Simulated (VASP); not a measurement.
# WSe2 (R3m) in VASP: settings compared

Aim: see how the results for WSe2 move with the level of theory and the settings. Levels: r2SCAN, PBE. Tasks: single point.

Program: VASP 6.6.1. These are calculated values, not measurements. Logs are shortened: lines on timing, memory, paths and dates and some standing lists are left out, and cuts for length are marked.

## 1. The cell of the first run

The structure is trigonal, space group R3m (No. 160). Conventional cell: a = 3.302 Å, b = 3.302 Å, c = 19.739 Å, α = 90.00°, β = 90.00°, γ = 120.00°. Within 3.3 Å of W (site symmetry 3m) lie 6 Se at 2.53 Å. Within 3.3 Å of Se (site symmetry 3m) lie 3 W at 2.53 Å. Se (site symmetry 3m) has 3 W at 2.53 Å within 3.3 Å.

## 2. Single point, r2SCAN

Input file POSCAR:

```
WSe2
1.0
    1.6510739550      0.9532479924      6.5796479589
   -1.6510739550      0.9532479924      6.5796479589
    0.0000000000     -1.9064959847      6.5796479589
W Se
1 2
Direct
   -0.0000183143     -0.0000183143     -0.0000183143
    0.4176504314      0.4176504314      0.4176504314
    0.2490345495      0.2490345495      0.2490345495
```

Input file INCAR.step1:

```
SYSTEM = WSe2
ALGO     = Normal         ! electronic algorithm
EDIFF    = 1E-4           ! SCF threshold, eV
ENCUT    = 520            ! plane-wave cutoff, eV
GGA      = PE             ! functional
ISMEAR   = 0              ! smearing method
LASPH    = .True.         ! aspherical terms in the spheres
LCHARG   = .False.        ! write CHGCAR
LREAL    = .False.        ! projectors in reciprocal space
LWAVE    = .True.         ! write WAVECAR
NBANDS   = 20             ! bands
NELM     = 100            ! most SCF steps
PREC     = Accurate       ! precision mode
SIGMA    = 0.01           ! smearing width, eV
```

Input file INCAR.step2:

```
SYSTEM = WSe2
ALGO     = Normal         ! electronic algorithm
EDIFF    = 1E-6           ! SCF threshold, eV
ENCUT    = 520            ! plane-wave cutoff, eV
ISIF     = 2              ! what is computed and relaxed
ISMEAR   = 0              ! smearing method
ISTART   = 1            
LASPH    = .True.         ! aspherical terms in the spheres
LCHARG   = .False.        ! write CHGCAR
LMIXTAU  = .True.       
LREAL    = .False.        ! projectors in reciprocal space
LWAVE    = .False.        ! write WAVECAR
METAGGA  = R2SCAN         ! meta-GGA
NBANDS   = 20             ! bands
NELM     = 100            ! most SCF steps
PREC     = Accurate       ! precision mode
SIGMA    = 0.01           ! smearing width, eV
```

Input file KPOINTS:

```
k-points
0
Gamma
  4 4 4
  0 0 0
```

Potentials or basis: VASP PAW PBE potentials, release 64 (W_sv, Se).

On the command line:

```bash
$ cat potpaw_PBE.64/W_sv/POTCAR potpaw_PBE.64/Se/POTCAR > POTCAR
$ cp INCAR.step1 INCAR
$ mpirun -np 1 vasp_std > vasp.out
$ cp INCAR.step2 INCAR
$ mpirun -np 1 vasp_std > vasp.out
```

OUTCAR:

```text
SYSTEM = WSe2
   EDIFF = 1E-6
   ENCUT = 520
   ISIF = 2
   ISMEAR = 0
   ISTART = 1
   LASPH = .True.
   LREAL = .False.
   METAGGA = R2SCAN
   NELM = 100
   PREC = Accurate

 ion  position               nearest neighbor table
   1  1.000  1.000  1.000-   3 2.53   3 2.53   3 2.53   2 2.53   2 2.53   2 2.53
   2  0.418  0.418  0.418-   1 2.53   1 2.53   1 2.53
   3  0.249  0.249  0.249-   1 2.53   1 2.53   1 2.53

  LATTYP: Found a trigonal (rhomboedric) cell.
 ALAT       =     6.8502915415
 COS(alpha) =     0.8838163706

  Lattice vectors:

 A1 = (   1.6510739550,   0.9532479924,   6.5796479589)
 A2 = (  -1.6510739550,   0.9532479924,   6.5796479589)
 A3 = (   0.0000000000,  -1.9064959847,   6.5796479589)

Analysis of symmetry for initial positions (statically):
=====================================================================
 Subroutine PRICEL returns:
 Original cell was already a primitive cell.

 Routine SETGRP: Setting up the symmetry group for a
 trigonal (rhombohedral) supercell.

 Subroutine GETGRP returns: Found  6 space group operations
 (whereof  6 operations were pure point group operations)
 out of a pool of 12 trial point group operations.

The static configuration has the point symmetry C_3v.

Analysis of symmetry for dynamics (positions and initial velocities):
=====================================================================
 Subroutine PRICEL returns:
 Original cell was already a primitive cell.

 Routine SETGRP: Setting up the symmetry group for a
 trigonal (rhombohedral) supercell.

 Subroutine GETGRP returns: Found  6 space group operations
 (whereof  6 operations were pure point group operations)
 out of a pool of 12 trial point group operations.

The dynamic configuration has the point symmetry C_3v.

 Subroutine INISYM returns: Found  6 space group operations
 (whereof  6 operations are pure point group operations),
 and found     1 'primitive' translations

----------------------------------------------------------------------------------------

                                     Primitive cell

  volume of cell :      62.1336

  direct lattice vectors                    reciprocal lattice vectors
     1.651073955  0.953247992  6.579647959     0.302833194  0.174840826  0.050661272
    -1.651073955  0.953247992  6.579647959    -0.302833194  0.174840826  0.050661272
     0.000000000 -1.906495985  6.579647959     0.000000000 -0.349681653  0.050661272

  length of vectors
     6.850291541  6.850291541  6.850291541     0.353332453  0.353332453  0.353332453

  position of ions in fractional coordinates (direct lattice)
     0.999981686  0.999981686  0.999981686
     0.417650431  0.417650431  0.417650431
     0.249034550  0.249034550  0.249034550

  ion indices of the primitive-cell ions
   primitive index   ion index
                 1           1
                 2           2
                 3           3

----------------------------------------------------------------------------------------

 KPOINTS: k-points

Automatic generation of k-mesh.
 Grid dimensions read from file:
 generate k-points for:    4    4    4

 Generating k-lattice:

  Cartesian coordinates                     Fractional coordinates (reciprocal lattice)
     0.075708299  0.043710207  0.012665318     0.250000000  0.000000000  0.000000000
    -0.075708299  0.043710207  0.012665318     0.000000000  0.250000000  0.000000000
     0.000000000 -0.087420413  0.012665318     0.000000000  0.000000000  0.250000000

  Length of vectors
     0.088333113  0.088333113  0.088333113

  Shift w.r.t. Gamma in fractional coordinates (k-lattice)
     0.000000000  0.000000000  0.000000000

 Subroutine IBZKPT returns following result:
 ===========================================

 Found     13 irreducible k-points:

 Following reciprocal coordinates:
            Coordinates               Weight
  0.000000  0.000000  0.000000      1.000000
  0.250000  0.000000  0.000000      6.000000
  0.500000  0.000000  0.000000      3.000000
  0.250000  0.250000  0.000000      6.000000
  0.500000  0.250000  0.000000     12.000000
 -0.250000  0.250000  0.000000      6.000000
  0.500000  0.500000  0.000000      3.000000
  0.250000  0.250000  0.250000      2.000000
  0.500000  0.250000  0.250000      6.000000
 -0.250000  0.250000  0.250000      6.000000
  0.500000  0.500000  0.250000      6.000000
 -0.250000  0.500000  0.250000      6.000000
  0.500000  0.500000  0.500000      1.000000
   k-points           NKPTS =     13   k-points in BZ     NKDIM =     13   number of bands    NBANDS=     20
   number of dos      NEDOS =    301   number of ions     NIONS =      3
   total plane-waves  NPLWV = 157464
   dimension x,y,z NGX =    54 NGY =   54 NGZ =   54
   dimension x,y,z NGXF=   108 NGYF=  108 NGZF=  108
   ions per type =               1   2
   NGX,Y,Z   is equivalent  to a cutoff of  13.10, 13.10, 13.10 a.u.
   NGXF,Y,Z  is equivalent  to a cutoff of  26.21, 26.21, 26.21 a.u.
 SYSTEM =  WSe2
   PREC   = accura    normal or accurate (medium, high low for compatibility)
   ISTART =      1    job   : 0-new  1-cont  2-samecut
   ICHARG =      0    charge: 1-file 2-atom 10-const
   ISPIN  =      1    spin polarized calculation?
   LNONCOLLINEAR =      F non collinear calculations
   LSORBIT =      F    spin-orbit coupling
   LASPH  =      T    aspherical Exc in radial PAW
   ENCUT  =  520.0 eV  38.22 Ry    6.18 a.u.  12.74 12.74 12.74*2*pi/ulx,y,z
   NELM   =    100;   NELMIN=  2; NELMDL=  0     # of ELM steps
   EDIFF  = 0.1E-05   stopping-criterion for ELM
   LREAL  =      F    real-space projection
   EDIFFG = 0.1E-04   stopping-criterion for IOM
   NSW    =      0    number of steps for IOM
   IBRION =     -1    ionic relax: 0-MD 1-quasi-New 2-CG
   NFREE  =      0    steps in history (QN), initial steepest desc. (CG)
   ISIF   =      2    stress and relaxation
   ISYM   =      2    0-nonsym 1-usesym 2-fastsym
   POTIM  = 0.5000    time-step for ionic-motion
   TEBEG  =    0.0;   TEEND  =   0.0 temperature during run
   PSTRESS=    0.0 pullay stress
   NELECT =      26.0000    total number of electrons
   NUPDOWN=      -1.0000    fix difference up-down
   EMIN   =  10.00;   EMAX   =-10.00  energy-range for DOS
   EFERMI =   0.00;   METHOD = LEGACY
   ISMEAR =     0;   SIGMA  =   0.01  broadening in eV -4-tet -1-fermi 0-gaus
   EFERMI_NEDOS =   21; number of points for ismear=-14 and -15
   IALGO  =     38    algorithm
   IMIX   =      4    mixing-type and parameters
     AMIX     =   0.40;   BMIX     =  1.00
     AMIX_MAG =   1.60;   BMIX_MAG =  1.00
  volume/ion in A,a.u.               =      20.71       139.77
  Fermi-wavevector in a.u.,A,eV,Ry     =   1.224495  2.313961 20.400427  1.499389
  Thomas-Fermi vector in A             =   2.359568
   LORBIT       =      0    0 simple, 1 ext, 2 COOP (PROOUT), +10 PAW based schemes
   METAGGA = R2SCAN    functional components
   LHFCALC =     F    Hartree Fock is set to
   AEXX    =    0.0000 exact exchange contribution
   IVDW    =     0    specifies the selected vdW correction
   LEPSILON=     F    determine dielectric tensor
   LRPA    =     F    only Hartree local field effects (RPA)
 non-spin polarized calculation
 Gauss-broadening in eV      SIGMA  =   0.01
  energy-cutoff  :      520.00
  volume of cell :       62.13
 maximum number of plane-waves:      1690
 NGX is ok and might be reduce to    54
   NGX = 25   NGY = 25   NGZ = 25

 number of electron      26.0000000 magnetization

 Free energy of the ion-electron system (eV)
  ---------------------------------------------------
  ext. energy  EPLUGINS =         0.00000000
  ---------------------------------------------------
  free energy    TOTEN  =       -81.82713528 eV

  energy without entropy =      -81.82713528  energy(sigma->0) =      -81.82713528

 E-fermi :   6.0979     XC(G=0): -11.2524

 val. band max:        5.8671704048   @ k =   0.5000   0.5000   0.5000
 cond. band min:       7.3820633529   @ k =   0.2500   0.0000   0.0000
 fundamental gap:      1.5148929481
 Fermi energy:         6.0979276239

 k-point     1 :       0.0000    0.0000    0.0000
  band No.  band energies     occupation
      1     -70.4438      2.00000
      2     -34.0354      2.00000
      3     -33.9183      2.00000
      4     -33.9183      2.00000
      5     -10.0403      2.00000
      6      -8.4095      2.00000
[... 12 lines left out ...]
     19      14.2683      0.00000
     20      14.4906      0.00000

 k-point     2 :       0.2500    0.0000    0.0000
  band No.  band energies     occupation
      1     -70.4381      2.00000
      2     -34.0397      2.00000
      3     -34.0115      2.00000
      4     -33.9468      2.00000
      5      -9.1400      2.00000
      6      -8.0333      2.00000
[... 12 lines left out ...]
     19      14.2681      0.00000
     20      14.8507      0.00000

 k-point     3 :       0.5000    0.0000    0.0000
  band No.  band energies     occupation
      1     -70.4325      2.00000
      2     -34.1585      2.00000
      3     -33.9875      2.00000
      4     -33.9752      2.00000
      5      -7.9198      2.00000
      6      -7.5677      2.00000
[... 12 lines left out ...]
     19      12.6588      0.00000
     20      13.2603      0.00000

 k-point     4 :       0.2500    0.2500    0.0000
  band No.  band energies     occupation
      1     -70.4381      2.00000
      2     -34.0397      2.00000
      3     -34.0115      2.00000
      4     -33.9468      2.00000
      5      -9.1092      2.00000
      6      -8.0811      2.00000
[... 176 lines left out ...]
 k-point    12 :      -0.2500    0.5000    0.2500
  band No.  band energies     occupation
      1     -70.4325      2.00000
      2     -34.1143      2.00000
      3     -34.0205      2.00000
      4     -33.9876      2.00000
      5      -7.8629      2.00000
      6      -7.6695      2.00000
[... 12 lines left out ...]
     19      13.0395      0.00000
     20      15.1239      0.00000

 k-point    13 :       0.5000    0.5000    0.5000
  band No.  band energies     occupation
      1     -70.4438      2.00000
      2     -34.0354      2.00000
      3     -33.9182      2.00000
      4     -33.9182      2.00000
      5      -9.8381      2.00000
      6      -8.7566      2.00000
[... 12 lines left out ...]
     19      14.6683      0.00000
     20      15.9545      0.00000

------------------------ aborting loop because EDIFF is reached ----------------------------------------

  FORCE on cell =-STRESS in cart. coord.  units (eV):
  Direction    XX          YY          ZZ          XY          YZ          ZX
  --------------------------------------------------------------------------------------
  -------------------------------------------------------------------------------------
  Total        0.5417812      0.5417812      0.4520593      0.0000000      0.0000000      0.0000000
  in kB       13.9703779     13.9703779     11.6568096      0.0000000      0.0000000      0.0000000
  external PRESSURE =      13.1991885 kB  Pullay stress =       0.0000000 kB

 VOLUME and BASIS-vectors are now :
 -----------------------------------------------------------------------------
  energy-cutoff  :      520.00
  volume of cell :       62.13
      direct lattice vectors                 reciprocal lattice vectors
     1.651073955  0.953247992  6.579647959     0.302833194  0.174840826  0.050661272
    -1.651073955  0.953247992  6.579647959    -0.302833194  0.174840826  0.050661272
     0.000000000 -1.906495985  6.579647959     0.000000000 -0.349681653  0.050661272

 POSITION                                       TOTAL-FORCE (eV/Angst)
 -----------------------------------------------------------------------------------
      0.00000      0.00000     19.73858         0.000000     -0.000000     -0.003753
      0.00000      0.00000      8.24398         0.000000     -0.000000     -0.042723
      0.00000      0.00000      4.91568         0.000000      0.000000      0.046476
 -----------------------------------------------------------------------------------
    total drift:                                0.000000     -0.000000     -0.000082

  FREE ENERGIE OF THE ION-ELECTRON SYSTEM (eV)
  ---------------------------------------------------
  free  energy   TOTEN  =       -81.8271352835 eV

  energy  without entropy=      -81.8271352835  energy(sigma->0) =      -81.82713528
```

It took 3.9 min on 1 thread of Intel Xeon Platinum 8375C at 2.90GHz (Ice Lake), shared host; peak memory 0.43 GiB.

What came out:

* Free energy: -81.8271 eV
* Pressure: 1.3 GPa
* Largest force: 0.046 eV/Å
* Band gap on the k mesh: 1.51 eV, indirect (least direct gap 2.39 eV)

Forces in eV/Å, atoms in the order of the input:
```
W    0.000  0.000 -0.004
Se   0.000  0.000 -0.043
Se   0.000  0.000  0.046
```

Caveat: the k points lie up to 0.56 Å⁻¹ apart; the PAW data sets were made with another functional, which shifts forces and pressure a little; spin-orbit coupling is left out, which moves the levels of the heavy elements.

[end of part 1 of 2]
